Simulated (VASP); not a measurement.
# FeO (Wuestite) (Fm-3m) in VASP: a series of runs, part 3 of 3

VASP 6.6.1. Earlier steps stand in the parts before.

## Step 6: Single point, PBEsol, collinear spin, ferromagnetic start

File INCAR:

```
PREC = Accurate
ENCUT = 520
EDIFF = 1E-7
ISMEAR = -1
SIGMA = 0.05
LREAL = F
LASPH = T
NELM = 150
ALGO = Normal
ISIF = 2
LWAVE = F
LCHARG = F
ISPIN = 2
MAGMOM = 3 0
LORBIT = 11
LMAXMIX = 4
GGA = PS
NBANDS = 18
```

File KPOINTS:

```
Automatic mesh
0
Gamma
  9 9 9
```

File POSCAR:

```
FeO
1.0
    0.0000000000      2.1554000000      2.1554000000
    2.1554000000      0.0000000000      2.1554000000
    2.1554000000      2.1554000000      0.0000000000
Fe O
1 1
Direct
    0.0000000000      0.0000000000      0.0000000000
    0.5000000000      0.5000000000      0.5000000000
```

Potentials or basis: VASP PAW PBE potentials, release 64 (Fe, O).

On the command line:

```bash
cat potpaw_PBE.64/Fe/POTCAR potpaw_PBE.64/O/POTCAR > POTCAR
mpirun -np 1 vasp_std > vasp.out
```

OUTCAR:

```text
PREC = Accurate
   ENCUT = 520
   EDIFF = 1E-7
   ISMEAR = -1
   LREAL = F
   LASPH = T
   NELM = 150
   ISIF = 2
   ISPIN = 2
   LORBIT = 11
   GGA = PS

 ion  position               nearest neighbor table
   1  0.000  0.000  0.000-   2 2.16   2 2.16   2 2.16   2 2.16   2 2.16   2 2.16
   2  0.500  0.500  0.500-   1 2.16   1 2.16   1 2.16   1 2.16   1 2.16   1 2.16

  LATTYP: Found a face centered cubic cell.
 ALAT       =     4.3108000000

  Lattice vectors:

 A1 = (   0.0000000000,   2.1554000000,   2.1554000000)
 A2 = (   2.1554000000,   0.0000000000,   2.1554000000)
 A3 = (   2.1554000000,   2.1554000000,   0.0000000000)

Analysis of symmetry for initial positions (statically):
=====================================================================
 Subroutine PRICEL returns:
 Original cell was already a primitive cell.

 Routine SETGRP: Setting up the symmetry group for a
 face centered cubic supercell.

 Subroutine GETGRP returns: Found 48 space group operations
 (whereof 48 operations were pure point group operations)
 out of a pool of 48 trial point group operations.

The static configuration has the point symmetry O_h .

Analysis of symmetry for dynamics (positions and initial velocities):
=====================================================================
 Subroutine PRICEL returns:
 Original cell was already a primitive cell.

 Routine SETGRP: Setting up the symmetry group for a
 face centered cubic supercell.

 Subroutine GETGRP returns: Found 48 space group operations
 (whereof 48 operations were pure point group operations)
 out of a pool of 48 trial point group operations.

The dynamic configuration has the point symmetry O_h .

Analysis of structural, dynamic, and magnetic symmetry:
=====================================================================
 Subroutine PRICEL returns:
 Original cell was already a primitive cell.
[... 139 lines left out ...]
 spin polarized calculation
  energy-cutoff  :      520.00
  volume of cell :       20.03
 maximum number of plane-waves:       556
   NGX = 11   NGY = 11   NGZ = 11

 number of electron      13.9999999 magnetization       4.0009529

 Free energy of the ion-electron system (eV)
  ---------------------------------------------------
  ext. energy  EPLUGINS =         0.00000000
  ---------------------------------------------------
  free energy    TOTEN  =       -15.84493336 eV

  energy without entropy =      -15.83439682  energy(sigma->0) =      -15.83966509

 E-fermi :   6.0413     XC(G=0): -12.4117

 val. band max:        6.0282738048   @ k =   0.2222   0.1111   0.0000
 cond. band min:       6.0575986678   @ k =   0.0000   0.0000   0.0000
 fundamental gap:      0.0293248631
 Fermi energy:         6.0412943584

 spin component 1

 k-point     1 :       0.0000    0.0000    0.0000
  band No.  band energies     occupation
      1     -14.6247      1.00000
      2       2.1890      1.00000
      3       2.1890      1.00000
      4       2.1890      1.00000
      5       2.2301      1.00000
      6       2.2301      1.00000
[... 493 lines left out ...]
     17      35.7582      0.00000
     18      35.7582      0.00000

 [... further k-points ...]

 spin component 2

 k-point     1 :       0.0000    0.0000    0.0000
  band No.  band energies     occupation
      1     -14.0649      1.00000
      2       2.8244      1.00000
      3       2.8244      1.00000
      4       2.8244      1.00000
      5       5.3267      1.00000
      6       5.3268      1.00000
[... 493 lines left out ...]
     17      35.9936      0.00000
     18      35.9936      0.00000

 [... further k-points ...]
[... 5 lines left out ...]
  --------------------------------------------------------------------------------------
  -------------------------------------------------------------------------------------
  Total       -1.0347939     -1.0347939     -1.0347939      0.0000000      0.0000000      0.0000000
  in kB      -82.7848409    -82.7848409    -82.7848409      0.0000000      0.0000000      0.0000000
  external PRESSURE =     -82.7848409 kB  Pullay stress =       0.0000000 kB

 VOLUME and BASIS-vectors are now :
 -----------------------------------------------------------------------------
  energy-cutoff  :      520.00
  volume of cell :       20.03
      direct lattice vectors                 reciprocal lattice vectors
     0.000000000  2.155400000  2.155400000    -0.231975503  0.231975503  0.231975503
     2.155400000  0.000000000  2.155400000     0.231975503 -0.231975503  0.231975503
     2.155400000  2.155400000  0.000000000     0.231975503  0.231975503 -0.231975503

 POSITION                                       TOTAL-FORCE (eV/Angst)
 -----------------------------------------------------------------------------------
      0.00000      0.00000      0.00000         0.000000      0.000000      0.000000
      2.15540      2.15540      2.15540         0.000000     -0.000000     -0.000000
 -----------------------------------------------------------------------------------
    total drift:                                0.000000     -0.000000      0.000000

  FREE ENERGIE OF THE ION-ELECTRON SYSTEM (eV)
  ---------------------------------------------------
  free  energy   TOTEN  =       -15.8449333644 eV

  energy  without entropy=      -15.8343968205  energy(sigma->0) =      -15.83966509

 total charge

# of ion       s       p       d       tot
------------------------------------------
    1        0.292   0.364   6.085   6.742
    2        1.551   3.415   0.000   4.966
--------------------------------------------------
tot          1.844   3.779   6.085  11.707

 magnetization (x)

# of ion       s       p       d       tot
------------------------------------------
    1        0.026   0.021   3.564   3.611
    2        0.030   0.273   0.000   0.303
--------------------------------------------------
tot          0.057   0.294   3.564   3.915
```

OSZICAR:

```text
N       E                     dE             d eps       ncg     rms          rms(c)
DAV:   1     0.641865644915E+02    0.64187E+02   -0.67477E+03  2752   0.904E+02
DAV:   2    -0.139957022656E+02   -0.78182E+02   -0.66617E+02  2608   0.201E+02
DAV:   3    -0.181255677575E+02   -0.41299E+01   -0.40284E+01  2984   0.496E+01
DAV:   4    -0.181551343315E+02   -0.29567E-01   -0.29552E-01  2998   0.392E+00
DAV:   5    -0.181553314904E+02   -0.19716E-03   -0.19715E-03  3042   0.334E-01    0.170E+01
DAV:   6    -0.165662313426E+02    0.15891E+01   -0.14950E+01  3304   0.561E+01    0.200E+01
DAV:   7    -0.158814082586E+02    0.68482E+00   -0.30236E+00  3212   0.332E+01    0.941E+00
DAV:   8    -0.158667095472E+02    0.14699E-01   -0.15717E-01  3034   0.383E+00    0.527E+00
DAV:   9    -0.158465715258E+02    0.20138E-01   -0.62330E-02  3994   0.382E+00    0.999E-01
DAV:  10    -0.158449550278E+02    0.16165E-02   -0.12684E-02  3476   0.232E+00    0.171E-01
DAV:  11    -0.158448968537E+02    0.58174E-04   -0.25062E-03  3278   0.484E-01    0.691E-02
DAV:  12    -0.158449260003E+02   -0.29147E-04   -0.65257E-05  3422   0.994E-02    0.388E-02
DAV:  13    -0.158449318053E+02   -0.58050E-05   -0.11259E-05  3556   0.437E-02    0.157E-02
DAV:  14    -0.158449336189E+02   -0.18137E-05   -0.26671E-06  2818   0.137E-02    0.568E-03
DAV:  15    -0.158449334445E+02    0.17445E-06   -0.22252E-07  2654   0.552E-03    0.276E-03
DAV:  16    -0.158449333644E+02    0.80142E-07   -0.16031E-07  1970   0.332E-03
   1 F= -.15844933E+02 E0= -.15839665E+02  d E =-.105365E-01  mag=     4.0011
```

It took 21 s on 1 thread of AMD EPYC 9R14 (Zen 4), shared host; peak memory 0.13 GiB.

Results:

| Property | Result |
| --- | --- |
| Free energy | -15.8449 eV |
| Pressure | -8.3 GPa |
| Band gap on the k mesh | zero (filled and empty bands overlap) |
| Net moment | 4.00 μB per cell |
| Site moments | Fe +3.61; O +0.30 μB |
| Valence electrons inside the program's atomic spheres | Fe 6.74; O 4.97 |

Caveat: the PAW data sets were made with another functional, which shifts forces and pressure a little; a cell with one magnetic atom can't hold antiferromagnetic order, which such compounds often take; semilocal functionals often make such compounds metallic where correlation or magnetic order opens a gap, which also shifts bond lengths.

## Step 7: Overview

```tsv
fixed moment (μB)	pressure (GPa)	moment (μB)
3.0	-19.4	3.00
3.8	-10.9	3.80
4.5	3.2	4.50
6.0	47.4	6.00
-	-8.3	4.00
```

Alike in all rows: task single point; level PBEsol; potentials or basis VASP PAW PBE potentials, release 64 (Fe, O); spin collinear, ferromagnetic start; cell as given; k mesh 9 × 9 × 9; cutoff (eV) 520; smearing fermi-dirac 0.05 eV.

Caveats: the PAW data sets were made with another functional, which shifts forces and pressure a little; a cell with one magnetic atom can't hold antiferromagnetic order, which such compounds often take; the total moment is fixed, so each spin has its own Fermi level (some runs); semilocal functionals often make such compounds metallic where correlation or magnetic order opens a gap, which also shifts bond lengths (some runs).

Total energies depend on the potentials used, so only differences within one code and one set of settings carry meaning.
